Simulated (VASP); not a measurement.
# SiC16 in VASP: single point with PBE+D3(BJ)

Aim: the single point of SiC16 with PBE+D3(BJ).

Everything below comes from runs of VASP 6.6.1. Logs are shortened: lines on timing, memory, paths and dates and some standing lists are left out, and cuts for length are marked.

## 1. The cell of the first run

The cell holds a slab with vacuum, 17 atoms: a = 4.930 Å, b = 4.422 Å, c = 22.694 Å, α = 90.00°, β = 90.00°, γ = 90.00°.

## 2. Single point, PBE+D3(BJ), collinear spin

The input, INCAR:

```
PREC = Accurate ; ENCUT = 520
EDIFF = 1E-6 ; ISMEAR = 0
SIGMA = 0.05 ; LREAL = Auto
LASPH = T ; NELM = 150
ALGO = Normal ; ISIF = 2
LWAVE = F ; LCHARG = F
ISPIN = 2 ; MAGMOM = 0 0 0 0 0 0 0 0 0 0 0 0 0 0 0 0 2
LORBIT = 11 ; LDIPOL = T
IDIPOL = 3 ; DIPOL = 0.5 0.5 0.308
GGA = PE ; IVDW = 12
NBANDS = 52
```

The input, KPOINTS:

```
regular mesh
0
Gamma
  6 6 1
```

The input, POSCAR:

```
SiC16
1.0
    4.9298676323      0.0000000000      0.0000000000
    0.0000000000      4.4224271195      0.0000000000
    0.0000000000      0.0000000000     22.6937497910
C Si
16 1
Direct
    0.2500000000      0.4155274488      0.1762599851
    0.7500000000      0.4155274488      0.1762599851
    0.0000000000      0.5195584910      0.2001803947
    0.5000000000      0.5195584910      0.2001803947
    0.0000000000      0.7272227621      0.2480852155
    0.5000000000      0.7272227621      0.2480852155
    0.2500000000      0.8312538043      0.2720056251
    0.7500000000      0.8312538043      0.2720056251
    0.2500000000      0.0442051686      0.3198734326
    0.7500000000      0.0442051686      0.3198734326
    0.0000000000      0.1500808487      0.3425973485
    0.5000000000      0.1500808487      0.3425973485
    0.0000000000      0.3779776253      0.3900566375
    0.5000000000      0.3779776253      0.3900566375
    0.2500000000      0.4764186278      0.4095290499
    0.7500000000      0.4764186278      0.4095290499
    0.5000000000      1.2264186278      0.5196915406
```

Potentials or basis: VASP PAW PBE potentials, release 64 (C, Si).

Run with:

```sh
cat potpaw_PBE.64/C/POTCAR potpaw_PBE.64/Si/POTCAR > POTCAR
mpirun -np 1 vasp_std > vasp.out
```

OUTCAR:

```text
PREC = Accurate
   ENCUT = 520
   EDIFF = 1E-6
   ISMEAR = 0
   LREAL = Auto
   LASPH = T
   NELM = 150
   ISIF = 2
   ISPIN = 2
   LORBIT = 11
   GGA = PE
   IVDW = 12
 IVDW          = 12

 ion  position               nearest neighbor table
   1  0.250  0.416  0.176-   3 1.42   4 1.42
   2  0.750  0.416  0.176-   3 1.42   4 1.42
   3  0.000  0.520  0.200-   5 1.42   2 1.42   1 1.42
   4  0.500  0.520  0.200-   6 1.42   2 1.42   1 1.42
   5  0.000  0.727  0.248-   3 1.42   7 1.42   8 1.42
   6  0.500  0.727  0.248-   4 1.42   7 1.42   8 1.42
   7  0.250  0.831  0.272-   5 1.42   6 1.42   9 1.44
   8  0.750  0.831  0.272-   5 1.42   6 1.42  10 1.44
   9  0.250  0.044  0.320-  11 1.42  12 1.42   7 1.44
  10  0.750  0.044  0.320-  11 1.42  12 1.42   8 1.44
  11  0.000  0.150  0.343-   9 1.42  10 1.42  13 1.48
  12  0.500  0.150  0.343-   9 1.42  10 1.42  14 1.48
  13  0.000  0.378  0.390-  15 1.38  16 1.38  11 1.48
  14  0.500  0.378  0.390-  15 1.38  16 1.38  12 1.48
  15  0.250  0.476  0.410-  13 1.38  14 1.38
  16  0.750  0.476  0.410-  13 1.38  14 1.38
  17  0.500  0.226  0.520-

  LATTYP: Found a simple orthorhombic cell.
 ALAT       =     4.4224271195
 B/A-ratio  =     1.1147425382
 C/A-ratio  =     5.1315147040

  Lattice vectors:

 A1 = (   0.0000000000,  -4.4224271195,   0.0000000000)
 A2 = (   4.9298676323,   0.0000000000,   0.0000000000)
 A3 = (   0.0000000000,   0.0000000000,  22.6937497910)

Analysis of symmetry for initial positions (statically):
=====================================================================
 Subroutine PRICEL returns:
 Original cell was already a primitive cell.

 Routine SETGRP: Setting up the symmetry group for a
 simple orthorhombic supercell.

 Subroutine GETGRP returns: Found  2 space group operations
 (whereof  2 operations were pure point group operations)
 out of a pool of  8 trial point group operations.

The static configuration has the point symmetry C_1h.

Analysis of symmetry for dynamics (positions and initial velocities):
=====================================================================
 Subroutine PRICEL returns:
 Original cell was already a primitive cell.

 Routine SETGRP: Setting up the symmetry group for a
 simple orthorhombic supercell.

 Subroutine GETGRP returns: Found  2 space group operations
 (whereof  2 operations were pure point group operations)
 out of a pool of  8 trial point group operations.
[... 183 lines left out ...]
  ext. energy  EPLUGINS =         0.00000000
  ---------------------------------------------------
  free energy    TOTEN  =      -137.17203336 eV

  energy without entropy =     -137.15886202  energy(sigma->0) =     -137.16544769

 E-fermi :  -2.0268     XC(G=0):  -4.3078

 val. band max:       -2.0275594910   @ k =   0.3333   0.0000   0.0000
 cond. band min:      -2.0255091902   @ k =   0.0000   0.3333   0.0000
 fundamental gap:      0.0020503009
 Fermi energy:        -2.0267552804

 spin component 1

 k-point     1 :       0.0000    0.0000    0.0000
  band No.  band energies     occupation
      1     -20.9983      1.00000
      2     -19.9405      1.00000
      3     -18.3277      1.00000
      4     -16.7435      1.00000
      5     -16.7030      1.00000
      6     -16.4674      1.00000
[... 773 lines left out ...]
     45       4.3823      0.00000
     46       4.5420      0.00000
 Fermi energy:        -2.0267552804

 spin component 2

 k-point     1 :       0.0000    0.0000    0.0000
  band No.  band energies     occupation
      1     -20.9336      1.00000
      2     -19.8216      1.00000
      3     -18.1892      1.00000
      4     -16.6861      1.00000
      5     -16.6511      1.00000
      6     -16.3544      1.00000
[... 773 lines left out ...]
     45       4.1324      0.00000
     46       4.7003      0.00000
 [bands above 46 left out]

------------------------ aborting loop because EDIFF is reached ----------------------------------------

 vacuum level on the upper side and lower side of the slab       (xc-potential included)        -1.175         1.152

 Edisp (eV)   -2.13319

 E8    (eV) :    -0.6463

  FORCE on cell =-STRESS in cart. coord.  units (eV):
  Direction    XX          YY          ZZ          XY          YZ          ZX
  --------------------------------------------------------------------------------------
  -------------------------------------------------------------------------------------
  Total       3.04531    -3.77699    -4.64786     0.00000     1.69074     0.00000
  in kB       9.86142   -12.23078   -15.05086     0.00000     5.47501     0.00000
  external pressure =       -5.81 kB  Pullay stress =        0.00 kB

 VOLUME and BASIS-vectors are now :
 -----------------------------------------------------------------------------
  energy-cutoff  :      520.00
  volume of cell :      494.77
      direct lattice vectors                 reciprocal lattice vectors
     4.929867632  0.000000000  0.000000000     0.202845203  0.000000000  0.000000000
     0.000000000  4.422427120  0.000000000     0.000000000  0.226120176  0.000000000
     0.000000000  0.000000000 22.693749791     0.000000000  0.000000000  0.044064996

 POSITION                                       TOTAL-FORCE (eV/Angst)
 -----------------------------------------------------------------------------------
      1.23247      1.83764      4.00000        -0.005730      1.351693      1.703339
      3.69740      1.83764      4.00000         0.005730      1.351693      1.703339
      0.00000      2.29771      4.54284         0.000000     -2.062369     -2.478501
      2.46493      2.29771      4.54284         0.000000     -2.052865     -2.476190
      0.00000      3.21609      5.62998         0.000000      0.845478      1.026961
      2.46493      3.21609      5.62998         0.000000      0.840762      1.033326
[... 9 lines left out ...]
      3.69740      2.10693      9.29375        -0.231800     -0.129887      1.913119
      2.46493      1.00132     11.79375         0.000000      0.907663     -1.907313
 -----------------------------------------------------------------------------------
    total drift:                                0.000000     -0.018391     -0.033157

  FREE ENERGIE OF THE ION-ELECTRON SYSTEM (eV)
  ---------------------------------------------------
  free  energy   TOTEN  =      -139.3052221761 eV

  energy  without entropy=     -139.2920508450  energy(sigma->0) =     -139.29863651

 vacuum level on the upper side and lower side of the slab         1.736         4.191

 total charge

# of ion       s       p       d       tot
------------------------------------------
    1        0.926   1.513   0.000   2.439
    2        0.926   1.513   0.000   2.439
    3        0.864   1.776   0.000   2.639
    4        0.864   1.776   0.000   2.640
    5        0.868   1.761   0.000   2.629
    6        0.869   1.760   0.000   2.629
[... 9 lines left out ...]
   16        0.881   1.634   0.000   2.516
   17        0.962   0.487   0.000   1.450
--------------------------------------------------
tot         14.965  28.062   0.000  43.027

 magnetization (x)

# of ion       s       p       d       tot
------------------------------------------
    1        0.001   0.006   0.000   0.007
    2        0.001   0.006   0.000   0.007
    3        0.000   0.002   0.000   0.003
    4        0.000   0.003   0.000   0.003
    5       -0.000  -0.006   0.000  -0.006
    6       -0.000  -0.003   0.000  -0.004
[... 9 lines left out ...]
   16        0.056   0.349   0.000   0.405
   17       -0.002  -0.321   0.000  -0.323
--------------------------------------------------
tot          0.134   0.478   0.000   0.611
```

OSZICAR:

```text
N       E                     dE             d eps       ncg     rms          rms(c)
DAV:   1     0.490283574371E+03    0.49028E+03   -0.27202E+04  3376   0.104E+03
DAV:   2    -0.707959837476E+02   -0.56108E+03   -0.52745E+03  4720   0.245E+02
DAV:   3    -0.148761118538E+03   -0.77965E+02   -0.76925E+02  3944   0.931E+01
[... 13 lines left out ...]
DAV:  86    -0.137172014775E+03   -0.54066E-05   -0.52526E-06  3460   0.824E-03    0.216E-02
DAV:  87    -0.137172024786E+03   -0.10010E-04   -0.59428E-06  3328   0.699E-03    0.121E-02
DAV:  88    -0.137172030089E+03   -0.53034E-05   -0.23313E-06  3192   0.472E-03    0.729E-03
DAV:  89    -0.137172032768E+03   -0.26789E-05   -0.15316E-06  2956   0.463E-03    0.279E-03
DAV:  90    -0.137172033356E+03   -0.58797E-06   -0.36823E-07  2632   0.262E-03
   1 F= -.13930522E+03 E0= -.13929864E+03  d E =-.131713E-01  mag=     0.5188
```

Run time: 2.6 h. Hardware: 1 thread of Oxide Virtual Turin-like, shared host; peak memory 1.1 GiB.

Results:

| Quantity | Value |
| --- | --- |
| Free energy | -139.3052 eV |
| Largest force | 3.224 eV/Å |
| Net moment | 0.52 μB per cell |
| Site moments | C +0.01, +0.00, -0.01, -0.00, +0.02, +0.08, +0.07, -0.03, -0.02, +0.41 (each value once); Si -0.32 μB |
| Valence electrons inside the program's atomic spheres | C 2.44, 2.64, 2.63, 2.65, 2.62, 2.66, 2.52 (each value once); Si 1.45 |
| Dispersion energy per atom | -0.125 eV |

Forces in eV/Å, atoms in the order of the input:
```
C   -0.006  1.352  1.703
C    0.006  1.352  1.703
C    0.000 -2.062 -2.479
C    0.000 -2.053 -2.476
C    0.000  0.845  1.027
C    0.000  0.841  1.033
C   -0.013 -0.116 -0.194
C    0.013 -0.116 -0.194
C    0.042 -0.109 -0.149
C   -0.042 -0.109 -0.149
C    0.000  0.503  0.212
C    0.000  0.408  0.080
C    0.000 -0.473 -0.711
C    0.000 -0.910 -1.327
C    0.232 -0.130  1.913
C   -0.232 -0.130  1.913
Si   0.000  0.908 -1.907
```

Levels at points of the mesh, in eV from the Fermi level:
Spin up:
```
           k point  band 31  band 32  band 33  band 34  band 35  band 36  band 37  band 38
(0.00, 0.00, 0.00)    -1.67    -0.76    -0.36    -0.22     0.04     0.91     1.02     1.68
(0.50, 0.00, 0.00)    -1.90    -1.27    -1.15    -0.10    -0.10     0.63     1.18     1.84
(0.00, 0.50, 0.00)    -1.71    -0.99    -0.38    -0.26     0.08     0.51     0.92     1.13
(0.50, 0.50, 0.00)    -1.19    -1.00    -0.95    -0.06    -0.06     0.51     0.86     1.41
```
Spin down:
| k point | band 31 | band 32 | band 33 | band 34 | band 35 | band 36 |
| --- | --- | --- | --- | --- | --- | --- |
| (0.00, 0.00, 0.00) | -0.65 | -0.33 | -0.30 | 0.02 | 0.51 | 0.65 |
| (0.50, 0.00, 0.00) | -1.78 | -0.86 | -0.22 | -0.08 | -0.05 | 0.54 |
| (0.00, 0.50, 0.00) | -1.18 | -0.43 | -0.30 | 0.04 | 0.30 | 0.41 |
| (0.50, 0.50, 0.00) | -1.01 | -0.89 | -0.31 | -0.04 | -0.04 | 0.42 |
